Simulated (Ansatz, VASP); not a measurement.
# Two plane-wave programs on Y

Contents of INCAR:

```
SYSTEM = Y
  PREC = Accurate
  ENCUT = 520
  EDIFF = 1E-6
  ISMEAR = -1
  SIGMA = 0.1
  LREAL = .False.
  LASPH = .True.
  NELM = 100
  ALGO = Normal
  ISIF = 2
  LWAVE = .False.
  LCHARG = .False.
  GGA = RE
  NBANDS = 12
```

Contents of KPOINTS:

```
regular mesh
0
Gamma
  18 18 18
  0 0 0
```

The input POSCAR:

```
Y
1.0
   -2.0150523710      2.0150523710      2.0150523710
    2.0150523710     -2.0150523710      2.0150523710
    2.0150523710      2.0150523710     -2.0150523710
Y
1
Direct
    0.0000000000      0.0000000000      0.0000000000
```

Input for Ansatz:

```yaml
crystal:
  lattice:
    - [-2.015052371, 2.015052371, 2.015052371]
    - [2.015052371, -2.015052371, 2.015052371]
    - [2.015052371, 2.015052371, -2.015052371]
  atoms:
    - { symbol: "Y", position: [0.0, 0.0, 0.0] }
hamiltonian:
  xc: revpbe
  pseudopotentials:
    kind: paw
    azcp:
      "Y": "pseudopotentials/Y.paw.azcp"
basis:
  ecutwfc: 420
  fft_grid_basis: typed
kpoints:
  mp_grid: { grid: [18, 18, 18], shift: [0, 0, 0] }
magnetization:
  spin_polarized: false
scf:
  occupations: { method: fermi_dirac, width: 0.1 }
output:
  stress: true
  write_density: true
  write_potential: true
  elf: true
  volumetric_format: npy
```

Alike in both runs: task single point; functional revPBE; k mesh 18 × 18 × 18; occupations fermi-dirac, width 0.1 eV; no spin polarisation.

```csv
,VASP,Ansatz
version,VASP 6.6.1,Ansatz 0.2.0
potentials or method,"VASP PAW PBE potentials, release 64 (Y_sv), cutoff 520 eV","plane waves (420 eV) with PAW, scalar-relativistic"
valence electrons in the cell,11,11
```

```csv
,VASP,Ansatz,Ansatz less VASP
pressure (GPa),1.5,1.6,+0.10
```

VASP's potentials were made for PBE, not for revPBE.
